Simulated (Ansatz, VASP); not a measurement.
**One calculation of Si4C5, two programs**

The input INCAR:

```
SYSTEM = Si4C5
  PREC = Accurate
  ENCUT = 520
  EDIFF = 1E-7
  ISMEAR = 0
  SIGMA = 0.05
  LREAL = .FALSE.
  LASPH = .TRUE.
  NELM = 150
  ALGO = Normal
  ISIF = 2
  LWAVE = .FALSE.
  LCHARG = .FALSE.
  ISPIN = 2
  MAGMOM = 0 0 0 0 2 0 0 0 0
  LORBIT = 11
  LDIPOL = .TRUE.
  IDIPOL = 3
  DIPOL = 0.5 0.5 0.351
  GGA = PE
  NBANDS = 32
  LUSENCCL = .FALSE.
```

KPOINTS

```
Automatic mesh
0
G
  9 9 1
  0 0 0
```

POSCAR

```
Si4C5
1.0
    3.0920147208      0.0000000000      0.0000000000
   -1.5460073604      2.6777632971      0.0000000000
    0.0000000000      0.0000000000     25.2337106667
C Si
5 4
Direct
    0.3333333333      0.6666666667      0.1585181051
    0.6666666667      0.3333333333      0.2590546646
    0.3333333333      0.6666666667      0.3607902149
    0.6666666667      0.3333333333      0.4623551549
    0.5555555556      0.4444444444      0.5811159072
    0.6666666667      0.3333333333      0.1834768895
    0.3333333333      0.6666666667      0.2840134490
    0.6666666667      0.3333333333      0.3842867907
    0.3333333333      0.6666666667      0.4848161584
```

Input for Ansatz:

```yaml
crystal:
  lattice:
    - [3.0920147208, 0.0, 0.0]
    - [-1.5460073604, 2.6777632971, 0.0]
    - [0.0, 0.0, 25.2337106667]
  atoms:
    - { symbol: C, position: [0.3333333333, 0.6666666667, 0.1585181051] }
    - { symbol: Si, position: [0.6666666667, 0.3333333333, 0.1834768895] }
    - { symbol: C, position: [0.6666666667, 0.3333333333, 0.2590546646] }
    - { symbol: Si, position: [0.3333333333, 0.6666666667, 0.284013449] }
    - { symbol: C, position: [0.3333333333, 0.6666666667, 0.3607902149] }
    - { symbol: Si, position: [0.6666666667, 0.3333333333, 0.3842867907] }
    - { symbol: C, position: [0.6666666667, 0.3333333333, 0.4623551549] }
    - { symbol: Si, position: [0.3333333333, 0.6666666667, 0.4848161584] }
    - { symbol: C, position: [0.5555555556, 0.4444444444, 0.5811159072], spin: 2.0 }
basis:
  ecutwfc: 420
kpoints:
  mp_grid: { grid: [9, 9, 1] }
hamiltonian:
  xc: pbe
  pseudopotentials: { kind: paw, azcp: { folder: soft_1 } }
scf:
  occupations: { method: gaussian, width: 0.05 }
output:
  forces: true
  eigenvalues: true
  populations: true
magnetization:
  spin_polarized: true
efield:
  axis: 3
  dipole_correction: true
  ramp_width: 0.04
```

Alike in both runs: task single point; functional PBE; k mesh 9 × 9 × 1; occupations gaussian, width 0.05 eV; collinear spin.

|  | VASP | Ansatz |
| --- | --- | --- |
| version | VASP 6.6.1 | Ansatz 0.2.0 |
| potentials or method | VASP PAW PBE potentials, release 64 (C, Si), cutoff 520 eV | scalar-relativistic, plane waves, PAW |
| valence electrons in the cell | 36 | 36 |

|  | VASP | Ansatz | Ansatz less VASP |
| --- | --- | --- | --- |
| gap on the k mesh at the Fermi level (eV) | none | none | - |
| rms of the force components (eV/Å) | 0.952 | 0.954 | +0.0019 |
| net moment per atom (μB) | 0.01 | 0.01 | 0.000 |
| size of the moment on the site where the two differ most (μB) | 0.43 | 0.69 | +0.264 |

Site moments also hang on the region over which each program counts them. A gap of «none» marks a metal or a gap that the smearing closes. With one functional, cell and mesh, what is left measures potentials, basis and numerics. Ansatz's warnings: seeded moment not kept.
